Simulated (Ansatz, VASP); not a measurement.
# Ta2N in VASP and in Ansatz

INCAR

```
  PREC = Accurate
  ENCUT = 600
  EDIFF = 1E-6
  ISMEAR = -1
  SIGMA = 0.05
  LREAL = False
  LASPH = True
  NELM = 120
  ALGO = Normal
  ISIF = 2
  LWAVE = False
  LCHARG = False
  GGA = CA
  NBANDS = 20
  GGA_COMPAT = False
```

KPOINTS

```
Automatic mesh
0
Gamma
  13 13 8
```

The input POSCAR:

```
Ta2N
1.0
    3.0637340465      0.0000000000      0.0000000000
   -1.5318670233      2.6532715147      0.0000000000
    0.0000000000      0.0000000000      4.7827329497
Ta N
2 1
Direct
    0.6666666667      0.3333333333      0.7470202745
    0.3333333333      0.6666666667      0.2529797255
    0.0000000000      0.0000000000      0.0000000000
```

Input for Ansatz:

```yaml
crystal:
  lattice:
    - [3.0637340465, 0.0, 0.0]
    - [-1.5318670233, 2.6532715147, 0.0]
    - [0.0, 0.0, 4.7827329497]
  atoms:
    - { symbol: Ta, position: [0.6666666667, 0.3333333333, 0.7470202745] }
    - { symbol: Ta, position: [0.3333333333, 0.6666666667, 0.2529797255] }
    - { symbol: "N", position: [0.0, 0.0, 0.0] }
kpoints:
  mp_grid: { grid: [13, 13, 8] }
  band_path:
    path:
      - [0.0, 0.0, 0.0]
      - [0.5, 0.0, 0.0]
      - [0.3333333333, 0.3333333333, 0.0]
      - [0.0, 0.0, 0.0]
      - [0.0, 0.0, 0.5]
      - [0.5, 0.0, 0.5]
      - [0.3333333333, 0.3333333333, 0.5]
      - [0.0, 0.0, 0.5]
      - [0.5, 0.0, 0.5]
    npoints: 14
scf:
  occupations: { method: fermi_dirac, width: 0.05 }
hamiltonian:
  xc: lda
  pseudopotentials: { kind: all_electron, lapw: { basis_error: 0.0005 } }
output:
  forces: true
  stress: true
  eigenvalues: true
  populations: true
```

Alike in both runs: task single point; functional LDA; k mesh 13 × 13 × 8; occupations fermi-dirac, width 0.05 eV; no spin polarisation.

```csv
,VASP,Ansatz
version,VASP 6.6.1,Ansatz 0.2.0
potentials or method,"VASP PAW LDA potentials, release 64 (Ta_pv, N), cutoff 600 eV","all-electron LAPW, scalar-relativistic"
```

Ansatz gave:

| Item | Value |
| --- | --- |
| pressure (GPa) | -0.1 |
| traceless stress, the component that is largest in VASP (GPa) | -0.06 |
| rms of the force components (eV/Å) | 0.003 |

Problem. What did VASP give for the same quantities?

Solution. Pressure (GPa): 1.6; traceless stress, the component that is largest in VASP (GPa): -0.07; rms of the force components (eV/Å): 0.026.

LDA's correlation is that of Perdew and Zunger in VASP and of Perdew and Wang (1992) in Ansatz. Atom by atom the forces differ by 0.029 eV/Å (rms over components). Ansatz ran all-electron here, and VASP with PAW potentials.

Neither program's run includes spin-orbit coupling.
